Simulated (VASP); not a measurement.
# Al (P6_3/mmc) in VASP: a series of runs

Runs on Al. Level: PBE+D3(BJ). Tasks: single point.

Program: VASP 6.6.1. These are calculated values, not measurements. Logs are shortened: lines on timing, memory, paths and dates and some standing lists are left out, and cuts for length are marked.

### Step 1. The cell of the first run

The structure is hexagonal, space group P6_3/mmc (No. 194). The conventional cell has a = 2.775 Å, b = 2.775 Å, c = 10.439 Å, α = 90.00°, β = 90.00°, γ = 120.00°. Al (site symmetry -3m) has 12 Al at 2.77 to 3.06 Å within 3.7 Å. Within 3.7 Å of Al (site symmetry -6m2) lie 12 Al at 2.77 to 3.06 Å.

This isn't the form of Al at room conditions, which is fcc.

### Step 2. Single point, PBE+D3(BJ)

File INCAR:

```
PREC = Accurate ; ENCUT = 520
EDIFF = 1E-6 ; ISMEAR = 0
SIGMA = 0.15 ; LREAL = False
LASPH = True ; NELM = 100
ALGO = Fast ; ISIF = 2
LWAVE = False ; LCHARG = False
GGA = PE ; IVDW = 12
NBANDS = 14
```

File KPOINTS:

```
regular mesh
0
Gamma
  18 18 4
```

File POSCAR:

```
Al
1.0
    2.7750000000      0.0000000000      0.0000000000
   -1.3875000000      2.4032204955      0.0000000000
    0.0000000000      0.0000000000     10.4387000000
Al
4
Direct
    0.0000000000      0.0000000000      0.0000000000
    0.3333333333      0.6666666667      0.2500000000
    0.0000000000      0.0000000000      0.5000000000
    0.6666666667      0.3333333333      0.7500000000
```

Potentials or basis: VASP PAW PBE potentials, release 64 (Al).

Run with:

```sh
cat potpaw_PBE.64/Al/POTCAR > POTCAR
mpirun -np 1 vasp_std > vasp.out
```

OUTCAR:

```text
PREC = Accurate
   ENCUT = 520
   EDIFF = 1E-6
   ISMEAR = 0
   LREAL = False
   LASPH = True
   NELM = 100
   ISIF = 2
   GGA = PE
   IVDW = 12
 IVDW          = 12

 ion  position               nearest neighbor table
   1  0.000  0.000  0.000-   2 3.06   4 3.06   2 3.06   4 3.06   4 3.06   2 3.06
   2  0.333  0.667  0.250-   1 3.06   3 3.06   1 3.06   3 3.06   1 3.06   3 3.06
   3  0.000  0.000  0.500-   2 3.06   4 3.06   2 3.06   4 3.06   4 3.06   2 3.06
   4  0.667  0.333  0.750-   1 3.06   3 3.06   1 3.06   3 3.06   1 3.06   3 3.06

  LATTYP: Found a hexagonal cell.
 ALAT       =     2.7750000000
 C/A-ratio  =     3.7616936937

  Lattice vectors:

 A1 = (   2.7750000000,   0.0000000000,   0.0000000000)
 A2 = (  -1.3875000000,   2.4032204955,   0.0000000000)
 A3 = (   0.0000000000,   0.0000000000,  10.4387000000)

Analysis of symmetry for initial positions (statically):
=====================================================================
 Subroutine PRICEL returns:
 Original cell was already a primitive cell.

 Routine SETGRP: Setting up the symmetry group for a
 hexagonal supercell.

 Subroutine GETGRP returns: Found 24 space group operations
 (whereof 12 operations were pure point group operations)
 out of a pool of 24 trial point group operations.

The static configuration has the point symmetry D_3d.
 The point group associated with its full space group is D_6h.

Analysis of symmetry for dynamics (positions and initial velocities):
=====================================================================
 Subroutine PRICEL returns:
 Original cell was already a primitive cell.

 Routine SETGRP: Setting up the symmetry group for a
 hexagonal supercell.

 Subroutine GETGRP returns: Found 24 space group operations
 (whereof 12 operations were pure point group operations)
 out of a pool of 24 trial point group operations.

The dynamic configuration has the point symmetry D_3d.
 The point group associated with its full space group is D_6h.

 Subroutine INISYM returns: Found 24 space group operations
 (whereof 12 operations are pure point group operations),
 and found     1 'primitive' translations

----------------------------------------------------------------------------------------

                                     Primitive cell

  volume of cell :      69.6150

  direct lattice vectors                    reciprocal lattice vectors
     2.775000000  0.000000000  0.000000000     0.360360360  0.208054151  0.000000000
    -1.387500000  2.403220495  0.000000000     0.000000000  0.416108302  0.000000000
     0.000000000  0.000000000 10.438700000     0.000000000  0.000000000  0.095797369

  length of vectors
     2.775000000  2.775000000 10.438700000     0.416108302  0.416108302  0.095797369

  position of ions in fractional coordinates (direct lattice)
     0.000000000  0.000000000  0.000000000
     0.333333333  0.666666667  0.250000000
     0.000000000  0.000000000  0.500000000
     0.666666667  0.333333333  0.750000000

  ion indices of the primitive-cell ions
   primitive index   ion index
                 1           1
                 2           2
                 3           3
                 4           4

----------------------------------------------------------------------------------------

 KPOINTS: regular mesh

Automatic generation of k-mesh.
 Grid dimensions read from file:
 generate k-points for:   18   18    4

 Generating k-lattice:

  Cartesian coordinates                     Fractional coordinates (reciprocal lattice)
     0.020020020  0.011558564  0.000000000     0.055555556  0.000000000  0.000000000
     0.000000000  0.023117128  0.000000000     0.000000000  0.055555556  0.000000000
     0.000000000  0.000000000  0.023949342     0.000000000  0.000000000  0.250000000

  Length of vectors
     0.023117128  0.023117128  0.023949342

  Shift w.r.t. Gamma in fractional coordinates (k-lattice)
     0.000000000  0.000000000  0.000000000

 Subroutine IBZKPT returns following result:
 ===========================================

 Found    111 irreducible k-points:

 Following reciprocal coordinates:
            Coordinates               Weight
  0.000000  0.000000  0.000000      1.000000
  0.055556  0.000000  0.000000      6.000000
  0.111111  0.000000  0.000000      6.000000
  0.166667  0.000000  0.000000      6.000000
  0.222222  0.000000  0.000000      6.000000
  0.277778  0.000000  0.000000      6.000000
[... 16 lines left out ...]
  0.333333  0.111111  0.000000     12.000000
  0.388889  0.111111  0.000000     12.000000
 [... further k-points ...]
   k-points           NKPTS =    111   k-points in BZ     NKDIM =    111   number of bands    NBANDS=     14
   number of dos      NEDOS =    301   number of ions     NIONS =      4
   total plane-waves  NPLWV =  46080
   dimension x,y,z NGX =    24 NGY =   24 NGZ =   80
   dimension x,y,z NGXF=    48 NGYF=   48 NGZF=  160
   ions per type =               4
   NGX,Y,Z   is equivalent  to a cutoff of  14.38, 14.38, 12.74 a.u.
   NGXF,Y,Z  is equivalent  to a cutoff of  28.76, 28.76, 25.48 a.u.
 SYSTEM =  unknown system
   PREC   = accura    normal or accurate (medium, high low for compatibility)
   ISTART =      0    job   : 0-new  1-cont  2-samecut
   ICHARG =      2    charge: 1-file 2-atom 10-const
   ISPIN  =      1    spin polarized calculation?
   LNONCOLLINEAR =      F non collinear calculations
   LSORBIT =      F    spin-orbit coupling
   LASPH  =      T    aspherical Exc in radial PAW
   ENCUT  =  520.0 eV  38.22 Ry    6.18 a.u.   5.16  5.16 19.41*2*pi/ulx,y,z
   NELM   =    100;   NELMIN=  2; NELMDL= -5     # of ELM steps
   EDIFF  = 0.1E-05   stopping-criterion for ELM
   LREAL  =      F    real-space projection
   EDIFFG = 0.1E-04   stopping-criterion for IOM
   NSW    =      0    number of steps for IOM
   IBRION =     -1    ionic relax: 0-MD 1-quasi-New 2-CG
   NFREE  =      0    steps in history (QN), initial steepest desc. (CG)
   ISIF   =      2    stress and relaxation
   ISYM   =      2    0-nonsym 1-usesym 2-fastsym
   POTIM  = 0.5000    time-step for ionic-motion
   TEBEG  =    0.0;   TEEND  =   0.0 temperature during run
   PSTRESS=    0.0 pullay stress
   NELECT =      12.0000    total number of electrons
   NUPDOWN=      -1.0000    fix difference up-down
   EMIN   =  10.00;   EMAX   =-10.00  energy-range for DOS
   EFERMI =   0.00;   METHOD = LEGACY
   ISMEAR =     0;   SIGMA  =   0.15  broadening in eV -4-tet -1-fermi 0-gaus
   EFERMI_NEDOS =   21; number of points for ismear=-14 and -15
   IALGO  =     68    algorithm
   IMIX   =      4    mixing-type and parameters
     AMIX     =   0.40;   BMIX     =  1.00
     AMIX_MAG =   1.60;   BMIX_MAG =  1.00
  volume/ion in A,a.u.               =      17.40       117.45
  Fermi-wavevector in a.u.,A,eV,Ry     =   0.911103  1.721735 11.294319  0.830109
  Thomas-Fermi vector in A             =   2.035343
   LORBIT       =      0    0 simple, 1 ext, 2 COOP (PROOUT), +10 PAW based schemes
   GGA     = PE    functional components
   LHFCALC =     F    Hartree Fock is set to
   AEXX    =    0.0000 exact exchange contribution
   IVDW    =    12    specifies the selected vdW correction
   LEPSILON=     F    determine dielectric tensor
   LRPA    =     F    only Hartree local field effects (RPA)
 non-spin polarized calculation
 RMM-DIIS sequential band-by-band and
 Gauss-broadening in eV      SIGMA  =   0.15
  energy-cutoff  :      520.00
  volume of cell :       69.62
 maximum number of plane-waves:      1903
 NGX is ok and might be reduce to    24
   NGX = 11   NGY = 11   NGZ = 39

 number of electron      12.0000000 magnetization

 Free energy of the ion-electron system (eV)
  ---------------------------------------------------
  ext. energy  EPLUGINS =         0.00000000
  ---------------------------------------------------
  free energy    TOTEN  =       -14.75969935 eV

  energy without entropy =      -14.74119024  energy(sigma->0) =      -14.75044480

 E-fermi :   7.3935     XC(G=0):  -9.9925

 val. band max:        7.3766801058   @ k =   0.2778   0.1667   0.0000
 cond. band min:       7.4173789613   @ k =   0.2778   0.2222   0.2500
 fundamental gap:      0.0406988555
 Fermi energy:         7.3934905129

 k-point     1 :       0.0000    0.0000    0.0000
  band No.  band energies     occupation
      1      -3.3386      2.00000
      2      -1.9996      2.00000
      3      -1.9946      2.00000
      4       1.5149      2.00000
      5       2.5000      2.00000
      6       8.4555      0.00000
      7       8.4590      0.00000
      8      16.8228      0.00000
      9      16.9611      0.00000
     10      19.8605      0.00000
     11      19.8605      0.00000
     12      19.8759      0.00000
     13      19.8760      0.00000
     14      20.6303      0.00000

 k-point     2 :       0.0556    0.0000    0.0000
  band No.  band energies     occupation
      1      -3.2595      2.00000
      2      -1.9211      2.00000
      3      -1.9161      2.00000
      4       1.5928      2.00000
      5       2.5746      2.00000
      6       8.5267      0.00000
      7       8.5305      0.00000
      8      16.8018      0.00000
      9      17.0208      0.00000
     10      18.0910      0.00000
     11      18.7412      0.00000
     12      19.1438      0.00000
     13      19.1790      0.00000
     14      19.8307      0.00000
[... 343 lines left out ...]
      1       0.7143      2.00000
      2       2.0142      2.00000
      3       2.0175      2.00000
      4       5.2285      2.00000
      5       6.3378      2.00000
      6       6.3945      2.00000
      7       7.4947      0.34007
      8       7.5590      0.11875
      9      10.5320      0.00000
     10      11.5160      0.00000
     11      11.6910      0.00000
     12      11.9837      0.00000
     13      12.6113      0.00000
     14      13.0844      0.00000

 k-point    24 :       0.3889    0.1111    0.0000
  band No.  band energies     occupation
      1       1.8584      2.00000
      2       3.1336      2.00000
      3       3.1337      2.00000
      4       4.5198      2.00000
      5       5.8054      2.00000
      6       5.8920      2.00000
      7       6.8497      2.00000
      8       7.5313      0.19400
      9       9.2158      0.00000
     10      10.2088      0.00000
     11      11.4253      0.00000
     12      12.2929      0.00000
     13      12.6636      0.00000
     14      13.5460      0.00000

 [... further k-points ...]

------------------------ aborting loop because EDIFF is reached ----------------------------------------

 Edisp (eV)   -1.27526

 E8    (eV) :    -0.5706

  FORCE on cell =-STRESS in cart. coord.  units (eV):
  Direction    XX          YY          ZZ          XY          YZ          ZX
  --------------------------------------------------------------------------------------
  -------------------------------------------------------------------------------------
  Total      -0.93048    -0.93048    -4.21291     0.00000     0.00000     0.00000
  in kB     -21.41486   -21.41486   -96.95932     0.00000     0.00000     0.00000
  external pressure =      -46.60 kB  Pullay stress =        0.00 kB

 VOLUME and BASIS-vectors are now :
 -----------------------------------------------------------------------------
  energy-cutoff  :      520.00
  volume of cell :       69.62
      direct lattice vectors                 reciprocal lattice vectors
     2.775000000  0.000000000  0.000000000     0.360360360  0.208054151  0.000000000
    -1.387500000  2.403220495  0.000000000     0.000000000  0.416108302  0.000000000
     0.000000000  0.000000000 10.438700000     0.000000000  0.000000000  0.095797369

 POSITION                                       TOTAL-FORCE (eV/Angst)
 -----------------------------------------------------------------------------------
      0.00000      0.00000      0.00000        -0.000000      0.000000      0.000000
     -0.00000      1.60215      2.60968         0.000000     -0.000000      0.000000
      0.00000      0.00000      5.21935        -0.000000      0.000000      0.000000
      1.38750      0.80107      7.82903        -0.000000      0.000000      0.000000
 -----------------------------------------------------------------------------------
    total drift:                                0.000000     -0.000000      0.000000

  FREE ENERGIE OF THE ION-ELECTRON SYSTEM (eV)
  ---------------------------------------------------
  free  energy   TOTEN  =       -16.0349574643 eV

  energy  without entropy=      -16.0164483571  energy(sigma->0) =      -16.02570291
```

Wall time 96 s (1 thread of AMD EPYC 7R13, shared host); peak memory 0.22 GiB.

Results:

* Free energy: -16.0350 eV
* Pressure: -4.7 GPa
* Band gap on the k mesh: zero (bands 6 and 7 overlap by 3.86 eV)
* Dispersion energy per atom: -0.319 eV

Levels at points of the mesh, in eV from the Fermi level:
```csv
k point,band 3,band 4,band 5,band 6,band 7,band 8,band 9,band 10
"(0.00, 0.00, 0.00)",-9.39,-5.88,-4.89,1.06,1.07,9.43,9.57,12.47
"(0.50, 0.00, 0.00)",-3.50,-3.47,-2.86,-2.83,0.16,0.56,0.98,1.38
"(0.00, 0.00, 0.50)",-7.74,-7.74,-2.42,-2.42,5.09,5.09,12.69,12.69
"(0.50, 0.00, 0.50)",-4.12,-4.12,-1.80,-1.80,-1.20,-1.20,3.35,3.35
```

Caveat: the cell stands under tension.

(Continued in part 2 of 2.)
